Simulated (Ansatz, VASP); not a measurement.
# One calculation of LiF, two programs

```xyz
2
Lattice="0.0000 1.9548 1.9548 1.9548 0.0000 1.9548 1.9548 1.9548 0.0000" Properties=species:S:1:pos:R:3 pbc="T T T"
Li    0.0000    0.0000    0.0000
F     1.9548    1.9548    1.9548
```

Alike in both runs: task single point; functional PBEsol; k mesh 10 × 10 × 10; occupations gaussian, width 0.02 eV; no spin polarisation.

|  | VASP | Ansatz |
| --- | --- | --- |
| version | VASP 6.6.1 | Ansatz 0.2.0 |
| potentials or method | VASP PAW PBE potentials, release 64 (Li_sv, F), cutoff 520 eV | scalar-relativistic, plane waves, PAW |
| valence electrons in the cell | 10 | 10 |

|  | VASP | Ansatz | Ansatz less VASP |
| --- | --- | --- | --- |
| gap on the k mesh at the Fermi level (eV) | 9.75 | 9.75 | -0.002 |
| least direct gap on the mesh (eV) | 9.75 | 9.75 | -0.002 |

VASP's potentials were made for PBE, not for PBEsol.

Noted on VASP's run: the cutoff is short for stress, so the pressure is rough.
